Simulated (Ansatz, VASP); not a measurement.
Zr in VASP and in Ansatz

```xyz
4
Lattice="3.3262 0.0000 0.0000 -1.6631 2.8806 0.0000 0.0000 0.0000 10.7540" Properties=species:S:1:pos:R:3 pbc="T T T"
Zr    1.6631    2.8806    0.0000
Zr    0.0000    0.0000    5.3770
Zr    0.0000    1.9204    2.6885
Zr    1.6631    0.9602    8.0655
```

Alike in both runs: task single point; functional revPBE; k mesh 13 × 13 × 4; occupations fermi-dirac, width 0.1 eV; no spin polarisation.

```csv
,VASP,Ansatz
version,VASP 6.6.1,Ansatz 0.2.0
potentials or method,"VASP PAW PBE potentials, release 64 (Zr_sv), cutoff 520 eV","plane waves (420 eV) with PAW, scalar-relativistic"
valence electrons in the cell,48,48
```

|  | VASP | Ansatz | Ansatz less VASP |
| --- | --- | --- | --- |
| pressure (GPa) | -5.9 | -5.9 | +0.01 |
| traceless stress, the component that is largest in VASP (GPa) | -0.27 | -0.26 | +0.004 |

VASP's potentials were made for PBE, not for revPBE. With one functional, cell and mesh, what is left measures potentials, basis and numerics.
